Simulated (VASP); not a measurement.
Write the native input for VASP 6.6.1 that does the following.

- Task: single point
- Functional: PBE
- Potentials or basis: VASP PAW PBE potentials, release 64 (Os)
- Cutoff: 520 eV
- k mesh: 13 × 13 × 7
- Occupations: fermi-dirac, width 0.6 eV
- Spin: no spin polarisation
- Dipole correction: no
- Further INCAR settings: ALGO = Normal; EDIFF = 1e-06; NBANDS = 15

The structure of Os lies in POSCAR:

```
Os
1.0
    2.7559294133      0.0000000000      0.0000000000
   -1.3779647066      2.3867048830      0.0000000000
    0.0000000000      0.0000000000      4.3426533301
Os
2
Direct
    0.3333333333      0.6666666667      0.2500000000
    0.6666666667      0.3333333333      0.7500000000
```

One way to write it, as run:

INCAR

```
SYSTEM = Os
PREC = Accurate
ENCUT = 520
EDIFF = 1E-6
ISMEAR = -1
SIGMA = 0.6
LREAL = .False.
LASPH = .True.
NELM = 100
ALGO = Normal
ISIF = 2
LWAVE = .False.
LCHARG = .False.
GGA = PE
NBANDS = 15
```

KPOINTS

```
Automatic mesh
0
Gamma
  13 13 7
  0 0 0
```

Potentials or basis: VASP PAW PBE potentials, release 64 (Os).

Run with:

```sh
$ cat potpaw_PBE.64/Os/POTCAR > POTCAR
$ mpirun -np 1 vasp_std > vasp.out
```

Results of the run:

| Property | Result |
| --- | --- |
| Pressure | 8.8 GPa |
| Band gap on the k mesh | zero (band 8 reaches 11.21 eV, above the bottom of band 9 at 7.50 eV) |

Caveat: spin-orbit coupling is left out, which moves the levels of the heavy elements.

Wall time 12 s on 1 thread of Intel(R) Xeon(R) 6975P-C (Granite Rapids), on a shared host, peak memory 0.15 GiB.
